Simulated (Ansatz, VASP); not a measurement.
**KBr in VASP and in Ansatz**

```
Br K
1.0
     0.00000    3.30000    3.30000
     3.30000    0.00000    3.30000
     3.30000    3.30000    0.00000
Br K
1 1
Direct
  0.50000 0.50000 0.50000
  0.00000 0.00000 0.00000
```

Alike in both runs: functional PBEsol-based global hybrid; k mesh 4 × 4 × 4; occupations fermi-dirac, width 0.05 eV; no spin polarisation.

|  | VASP | Ansatz |
| --- | --- | --- |
| version | VASP 6.6.1 | Ansatz 0.2.0 |
| potentials or method | VASP PAW PBE potentials, release 64 (Br, K_sv) | Ansatz PAW |
| plane-wave cutoff (eV) | 520 | 420 |
| valence electrons in the cell | 16 | 16 |
| task | single point | band structure |

|  | VASP | Ansatz | Ansatz less VASP |
| --- | --- | --- | --- |
| gap on the k mesh at the Fermi level (eV) | 6.19 | 6.18 | -0.014 |
| least direct gap on the mesh (eV) | 6.19 | 6.18 | -0.014 |
| pressure (GPa) | -0.4 | -0.4 | +0.02 |

VASP's potentials were made for PBE, not for PBEsol-based global hybrid.
